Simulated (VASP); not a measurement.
SiC: electric field gradients with PBEsol

SiC:

```
Si C
1.0
     3.07600    0.00000    0.00000
    -1.53800    2.66389    0.00000
     0.00000    0.00000    5.19944
Si C
2 2
Direct
  0.33333 0.66667 0.00000
  0.66667 0.33333 0.50000
  0.33333 0.66667 0.38500
  0.66667 0.33333 0.88500
```

This cell differs from its parent crystal: zz strain of +3 %.

```json
{
 "Program": "VASP 6.6.1",
 "Task": "electric field gradients",
 "Functional": "PBEsol",
 "Potentials or basis": "VASP PAW PBE potentials, release 64 (Si, C)",
 "Cutoff": "520 eV",
 "k mesh": "15 × 15 × 8",
 "Occupations": "fermi-dirac, width 0.08 eV",
 "Spin": "no spin polarisation",
 "Dipole correction": "no",
 "Further INCAR settings": "ALGO = Normal; EDIFF = 1e-08; NBANDS = 16"
}
```

The pressure is -4.7 GPa and the largest force is 0.850 eV/Å. The band gap on the k mesh is 2.28 eV, indirect (least direct gap 4.18 eV).

Forces in eV/Å, atoms in the order of the input:
```
Si   0.000  0.000  0.850
Si   0.000  0.000  0.850
C    0.000  0.000 -0.850
C    0.000  0.000 -0.850
```

Stress tensor (GPa, compression positive):
```
  1.12   0.00   0.00
  0.00   1.12   0.00
  0.00   0.00 -16.46
```

Levels at points of the mesh, in eV from the valence-band top:
```
           k point  band 6  band 7  band 8  band 9  band 10  band 11
(0.00, 0.00, 0.00)   -0.12   -0.12    0.00    4.91     5.24     6.64
(0.00, 0.00, 0.50)   -0.72   -0.72   -0.72    5.86     5.86     7.28
```

Electric field gradients, principal values (V/Å²):
| atom | least | middle | greatest (by size) |
| --- | --- | --- | --- |
| 1 Si | -12.916 | -12.916 | 25.831 |
| 2 Si | -12.916 | -12.916 | 25.831 |
| 3 C | -3.601 | -3.601 | 7.202 |
| 4 C | -3.601 | -3.601 | 7.202 |

Wall time 26 s on 1 thread of Intel(R) Xeon(R) 6975P-C (Granite Rapids), on a shared host, peak memory 0.2 GiB.

Caveat: the cell differs from its parent crystal (zz strain of +3 %); without QUAD_EFG the Cq values of the log hold for a quadrupole moment of 1 mb, not for the nuclei; the PAW data sets were made with another functional, which shifts forces and pressure a little. A k mesh can miss the band edges.
